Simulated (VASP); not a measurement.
# AlN (Fm-3m) in VASP: notebook

The runs below take AlN through single point, with LDA.

Program: VASP 6.6.1. These are calculated values, not measurements. Logs are shortened: lines on timing, memory, paths and dates and some standing lists are left out, and cuts for length are marked.

## Step 1: The cell of the first run

Symmetry: Fm-3m, No. 225, cubic system. Conventional cell: a = 3.929 Å, b = 3.929 Å, c = 3.929 Å, α = 90.00°, β = 90.00°, γ = 90.00°. Within 2.6 Å of Al (site symmetry m-3m) lie 6 N at 1.96 Å. N (site symmetry m-3m) has 6 Al at 1.96 Å within 2.6 Å.

## Step 2: Single point, LDA (volume scaled by 0.98)

The input, INCAR:

```
SYSTEM = AlN
PREC = Accurate
ENCUT = 520
EDIFF = 1E-7
ISMEAR = -1
SIGMA = 0.02
LREAL = .FALSE.
LASPH = .TRUE.
NELM = 60
ALGO = Normal
ISIF = 2
LWAVE = .FALSE.
LCHARG = .FALSE.
NBANDS = 11
```

The input, KPOINTS:

```
regular mesh
0
G
  10 10 10
  0 0 0
```

The input, POSCAR:

```
AlN
1.0
    0.0000000000      1.9647244322      1.9647244322
    1.9647244322      0.0000000000      1.9647244322
    1.9647244322      1.9647244322      0.0000000000
Al N
1 1
Direct
    0.0000000000      0.0000000000      0.0000000000
    0.5000000000      0.5000000000      0.5000000000
```

Potentials or basis: VASP PAW LDA potentials, release 64 (Al, N).

The run is started by

```sh
$ cat potpaw_LDA.64/Al/POTCAR potpaw_LDA.64/N/POTCAR > POTCAR
$ mpirun -np 1 vasp_std > vasp.out
```

OUTCAR:

```text
SYSTEM = AlN
   PREC = Accurate
   ENCUT = 520
   EDIFF = 1E-7
   ISMEAR = -1
   LREAL = .FALSE.
   LASPH = .TRUE.
   NELM = 60
   ISIF = 2

 ion  position               nearest neighbor table
   1  0.000  0.000  0.000-   2 1.96   2 1.96   2 1.96   2 1.96   2 1.96   2 1.96
   2  0.500  0.500  0.500-   1 1.96   1 1.96   1 1.96   1 1.96   1 1.96   1 1.96

  LATTYP: Found a face centered cubic cell.
 ALAT       =     3.9294488644

  Lattice vectors:

 A1 = (   0.0000000000,   1.9647244322,   1.9647244322)
 A2 = (   1.9647244322,   0.0000000000,   1.9647244322)
 A3 = (   1.9647244322,   1.9647244322,   0.0000000000)

Analysis of symmetry for initial positions (statically):
=====================================================================
 Subroutine PRICEL returns:
 Original cell was already a primitive cell.

 Routine SETGRP: Setting up the symmetry group for a
 face centered cubic supercell.

 Subroutine GETGRP returns: Found 48 space group operations
 (whereof 48 operations were pure point group operations)
 out of a pool of 48 trial point group operations.

The static configuration has the point symmetry O_h .

Analysis of symmetry for dynamics (positions and initial velocities):
=====================================================================
 Subroutine PRICEL returns:
 Original cell was already a primitive cell.

 Routine SETGRP: Setting up the symmetry group for a
 face centered cubic supercell.

 Subroutine GETGRP returns: Found 48 space group operations
 (whereof 48 operations were pure point group operations)
 out of a pool of 48 trial point group operations.

The dynamic configuration has the point symmetry O_h .

 Subroutine INISYM returns: Found 48 space group operations
 (whereof 48 operations are pure point group operations),
 and found     1 'primitive' translations

----------------------------------------------------------------------------------------

                                     Primitive cell

  volume of cell :      15.1682

  direct lattice vectors                    reciprocal lattice vectors
     0.000000000  1.964724432  1.964724432    -0.254488615  0.254488615  0.254488615
     1.964724432  0.000000000  1.964724432     0.254488615 -0.254488615  0.254488615
     1.964724432  1.964724432  0.000000000     0.254488615  0.254488615 -0.254488615

  length of vectors
     2.778539938  2.778539938  2.778539938     0.440787211  0.440787211  0.440787211

  position of ions in fractional coordinates (direct lattice)
     0.000000000  0.000000000  0.000000000
     0.500000000  0.500000000  0.500000000

  ion indices of the primitive-cell ions
   primitive index   ion index
                 1           1
                 2           2

----------------------------------------------------------------------------------------

 KPOINTS: regular mesh

Automatic generation of k-mesh.
 Grid dimensions read from file:
 generate k-points for:   10   10   10

 Generating k-lattice:

  Cartesian coordinates                     Fractional coordinates (reciprocal lattice)
    -0.025448862  0.025448862  0.025448862     0.100000000  0.000000000  0.000000000
     0.025448862 -0.025448862  0.025448862     0.000000000  0.100000000  0.000000000
     0.025448862  0.025448862 -0.025448862     0.000000000  0.000000000  0.100000000

  Length of vectors
     0.044078721  0.044078721  0.044078721

  Shift w.r.t. Gamma in fractional coordinates (k-lattice)
     0.000000000  0.000000000  0.000000000

 Subroutine IBZKPT returns following result:
 ===========================================

 Found     47 irreducible k-points:

 Following reciprocal coordinates:
            Coordinates               Weight
  0.000000  0.000000  0.000000      1.000000
  0.100000  0.000000  0.000000      8.000000
  0.200000  0.000000  0.000000      8.000000
  0.300000  0.000000  0.000000      8.000000
  0.400000  0.000000  0.000000      8.000000
  0.500000  0.000000  0.000000      4.000000
[... 16 lines left out ...]
  0.300000  0.300000  0.000000      6.000000
  0.400000  0.300000  0.000000     24.000000
 [... further k-points ...]
   k-points           NKPTS =     47   k-points in BZ     NKDIM =     47   number of bands    NBANDS=     11
   number of dos      NEDOS =    301   number of ions     NIONS =      2
   total plane-waves  NPLWV =  13824
   dimension x,y,z NGX =    24 NGY =   24 NGZ =   24
   dimension x,y,z NGXF=    48 NGYF=   48 NGZF=   48
   ions per type =               1   1
   NGX,Y,Z   is equivalent  to a cutoff of  14.36, 14.36, 14.36 a.u.
   NGXF,Y,Z  is equivalent  to a cutoff of  28.72, 28.72, 28.72 a.u.
 SYSTEM =  AlN
   PREC   = accura    normal or accurate (medium, high low for compatibility)
   ISTART =      0    job   : 0-new  1-cont  2-samecut
   ICHARG =      2    charge: 1-file 2-atom 10-const
   ISPIN  =      1    spin polarized calculation?
   LNONCOLLINEAR =      F non collinear calculations
   LSORBIT =      F    spin-orbit coupling
   LASPH  =      T    aspherical Exc in radial PAW
   ENCUT  =  520.0 eV  38.22 Ry    6.18 a.u.   5.17  5.17  5.17*2*pi/ulx,y,z
   NELM   =     60;   NELMIN=  2; NELMDL= -5     # of ELM steps
   EDIFF  = 0.1E-06   stopping-criterion for ELM
   LREAL  =      F    real-space projection
   EDIFFG = 0.1E-05   stopping-criterion for IOM
   NSW    =      0    number of steps for IOM
   IBRION =     -1    ionic relax: 0-MD 1-quasi-New 2-CG
   NFREE  =      0    steps in history (QN), initial steepest desc. (CG)
   ISIF   =      2    stress and relaxation
   ISYM   =      2    0-nonsym 1-usesym 2-fastsym
   POTIM  = 0.5000    time-step for ionic-motion
   TEBEG  =    0.0;   TEEND  =   0.0 temperature during run
   PSTRESS=    0.0 pullay stress
   NELECT =       8.0000    total number of electrons
   NUPDOWN=      -1.0000    fix difference up-down
   EMIN   =  10.00;   EMAX   =-10.00  energy-range for DOS
   EFERMI =   0.00;   METHOD = LEGACY
   ISMEAR =    -1;   SIGMA  =   0.02  broadening in eV -4-tet -1-fermi 0-gaus
   EFERMI_NEDOS =   21; number of points for ismear=-14 and -15
   IALGO  =     38    algorithm
   IMIX   =      4    mixing-type and parameters
     AMIX     =   0.40;   BMIX     =  1.00
     AMIX_MAG =   1.60;   BMIX_MAG =  1.00
  volume/ion in A,a.u.               =       7.58        51.18
  Fermi-wavevector in a.u.,A,eV,Ry     =   1.322695  2.499532 23.803708  1.749523
  Thomas-Fermi vector in A             =   2.452358
   LORBIT       =      0    0 simple, 1 ext, 2 COOP (PROOUT), +10 PAW based schemes
   GGA     = CA    functional components
   LHFCALC =     F    Hartree Fock is set to
   AEXX    =    0.0000 exact exchange contribution
   IVDW    =     0    specifies the selected vdW correction
   LEPSILON=     F    determine dielectric tensor
   LRPA    =     F    only Hartree local field effects (RPA)
 non-spin polarized calculation
  energy-cutoff  :      520.00
  volume of cell :       15.17
 maximum number of plane-waves:       423
 NGX is ok and might be reduce to    24
   NGX = 11   NGY = 11   NGZ = 11

 number of electron       8.0000000 magnetization

 Free energy of the ion-electron system (eV)
  ---------------------------------------------------
  ext. energy  EPLUGINS =         0.00000000
  ---------------------------------------------------
  free energy    TOTEN  =       -16.17025660 eV

  energy without entropy =      -16.17025660  energy(sigma->0) =      -16.17025660

 E-fermi :  11.3128     XC(G=0): -12.9805

 val. band max:       10.8667996739   @ k =   0.0000   0.0000   0.0000
 cond. band min:      15.8925933545   @ k =   0.5000   0.5000   0.0000
 fundamental gap:      5.0257936806
 Fermi energy:        11.3128219345

 k-point     1 :       0.0000    0.0000    0.0000
  band No.  band energies     occupation
      1      -7.3486      2.00000
      2      10.8668      2.00000
      3      10.8668      2.00000
      4      10.8668      2.00000
      5      17.9331      0.00000
      6      23.1500      0.00000
      7      23.1500      0.00000
      8      23.1500      0.00000
      9      28.6146      0.00000
     10      29.1284      0.00000
     11      29.1284      0.00000

 k-point     2 :       0.1000    0.0000    0.0000
  band No.  band energies     occupation
      1      -7.1242      2.00000
      2       9.8495      2.00000
      3      10.7233      2.00000
      4      10.7233      2.00000
      5      18.4719      0.00000
      6      22.2795      0.00000
      7      23.4937      0.00000
      8      23.4937      0.00000
      9      27.7225      0.00000
     10      27.7225      0.00000
     11      29.9986      0.00000

 k-point     3 :       0.2000    0.0000    0.0000
  band No.  band energies     occupation
      1      -6.4688      2.00000
      2       7.6065      2.00000
      3      10.3769      2.00000
      4      10.3769      2.00000
      5      18.7632      0.00000
      6      22.1163      0.00000
      7      23.8529      0.00000
      8      23.8529      0.00000
      9      27.0482      0.00000
     10      27.0482      0.00000
     11      29.5038      0.00000

 k-point     4 :       0.3000    0.0000    0.0000
  band No.  band energies     occupation
      1      -5.4524      2.00000
      2       5.0976      2.00000
      3       9.9956      2.00000
      4       9.9956      2.00000
      5      18.1852      0.00000
      6      23.2514      0.00000
      7      23.2514      0.00000
      8      23.4313      0.00000
      9      28.5266      0.00000
     10      28.5266      0.00000
     11      28.5955      0.00000

 k-point     5 :       0.4000    0.0000    0.0000
  band No.  band energies     occupation
      1      -4.2891      2.00000
      2       2.9335      2.00000
      3       9.7164      2.00000
      4       9.7164      2.00000
      5      17.7104      0.00000
      6      22.6109      0.00000
      7      22.6109      0.00000
      8      24.7497      0.00000
      9      27.9341      0.00000
     10      30.8630      0.00000
     11      30.8630      0.00000
[... 211 lines left out ...]
 k-point    21 :      -0.3000    0.2000    0.0000
  band No.  band energies     occupation
      1      -4.0594      2.00000
      2       4.1312      2.00000
      3       6.8653      2.00000
      4       9.5707      2.00000
      5      19.6510      0.00000
      6      21.3538      0.00000
      7      23.1594      0.00000
      8      23.8624      0.00000
      9      28.3311      0.00000
     10      30.9089      0.00000
     11      32.7630      0.00000

 k-point    22 :      -0.2000    0.2000    0.0000
  band No.  band energies     occupation
      1      -5.1238      2.00000
      2       5.7305      2.00000
      3       7.6174      2.00000
      4      10.0529      2.00000
      5      20.3812      0.00000
      6      21.1458      0.00000
      7      22.5619      0.00000
      8      24.0853      0.00000
      9      26.1866      0.00000
     10      30.6814      0.00000
     11      32.5047      0.00000

 k-point    23 :       0.3000    0.3000    0.0000
  band No.  band energies     occupation
      1      -4.8562      2.00000
      2       5.8443      2.00000
      3       8.6531      2.00000
      4       8.6531      2.00000
      5      17.3755      0.00000
      6      18.5478      0.00000
      7      23.5535      0.00000
      8      27.3392      0.00000
      9      27.3392      0.00000
     10      32.0413      0.00000
     11      35.9801      0.00000

 k-point    24 :       0.4000    0.3000    0.0000
  band No.  band energies     occupation
      1      -3.9931      2.00000
      2       4.6849      2.00000
      3       7.8053      2.00000
      4       8.3729      2.00000
      5      17.2154      0.00000
      6      18.1914      0.00000
      7      23.9760      0.00000
      8      27.3383      0.00000
      9      28.2046      0.00000
     10      33.4620      0.00000
     11      36.6399      0.00000

 [... further k-points ...]
[... 5 lines left out ...]
  --------------------------------------------------------------------------------------
  -------------------------------------------------------------------------------------
  Total        1.9066147      1.9066147      1.9066147     -0.0000000      0.0000000     -0.0000000
  in kB      201.3903121    201.3903121    201.3903121     -0.0000000      0.0000000     -0.0000000
  external PRESSURE =     201.3903121 kB  Pullay stress =       0.0000000 kB

 VOLUME and BASIS-vectors are now :
 -----------------------------------------------------------------------------
  energy-cutoff  :      520.00
  volume of cell :       15.17
      direct lattice vectors                 reciprocal lattice vectors
     0.000000000  1.964724432  1.964724432    -0.254488615  0.254488615  0.254488615
     1.964724432  0.000000000  1.964724432     0.254488615 -0.254488615  0.254488615
     1.964724432  1.964724432  0.000000000     0.254488615  0.254488615 -0.254488615

 POSITION                                       TOTAL-FORCE (eV/Angst)
 -----------------------------------------------------------------------------------
      0.00000      0.00000      0.00000        -0.000000     -0.000000      0.000000
      1.96472      1.96472      1.96472         0.000000      0.000000     -0.000000
 -----------------------------------------------------------------------------------
    total drift:                               -0.000000     -0.000000      0.000000

  FREE ENERGIE OF THE ION-ELECTRON SYSTEM (eV)
  ---------------------------------------------------
  free  energy   TOTEN  =       -16.1702566036 eV

  energy  without entropy=      -16.1702566036  energy(sigma->0) =      -16.17025660
```

Wall time 11 s (1 thread of Intel Xeon 8259CL, shared host); peak memory 0.13 GiB.

What came out:

```yaml
Free_energy: -16.1703 eV
Pressure: 20.1 GPa
Band_gap_on_the_k_mesh: 5.03 eV, indirect (least direct gap 7.07 eV)
```

Levels at points of the mesh, in eV from the valence-band top:
```tsv
k point	band 1	band 2	band 3	band 4	band 5	band 6	band 7	band 8
(0.00, 0.00, 0.00)	-18.22	0.00	0.00	0.00	7.07	12.28	12.28	12.28
(0.50, 0.00, 0.00)	-14.52	-8.92	-1.25	-1.25	6.68	11.51	11.51	14.41
(0.50, 0.50, 0.00)	-13.38	-8.01	-3.04	-3.04	5.03	5.31	14.96	18.37
```

 A k mesh can miss the band edges.

(Continued in part 2 of 2.)
